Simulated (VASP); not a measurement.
Here is a VASP 6.6.1 calculation.

Contents of INCAR:

```
ALGO = Normal
EDIFF = 1E-6
ENCUT = 520
GGA = PE
ISIF = 2
ISMEAR = -1
LASPH = True
LCHARG = True
LELF = True
LREAL = False
LVHAR = True
LWAVE = False
NBANDS = 16
NELM = 100
PREC = Accurate
SIGMA = 0.02
```

KPOINTS

```
k-points
0
Gamma
  6 6 6
```

Contents of POSCAR:

```
InSb
1.0
    0.0000000000      3.3200000000      3.3200000000
    3.3200000000      0.0000000000      3.3200000000
    3.3200000000      3.3200000000      0.0000000000
In Sb
1 1
Direct
    0.0000000000      0.0000000000      0.0000000000
    0.2500000000      0.2500000000      0.2500000000
```

Potentials or basis: VASP PAW PBE potentials, release 64 (In_d, Sb).

Launch:

```bash
$ cat potpaw_PBE.64/In_d/POTCAR potpaw_PBE.64/Sb/POTCAR > POTCAR
$ mpirun -np 1 vasp_std > vasp.out
```

Task: Predict the pressure.

Result: -0.1 GPa.

Task: Estimate the band gap on the k mesh.

Result: Zero (filled and empty bands touch).

Caveat: semilocal functionals underestimate gaps, so a narrow gap can read as zero; spin-orbit coupling is left out, which moves the levels of the heavy elements.
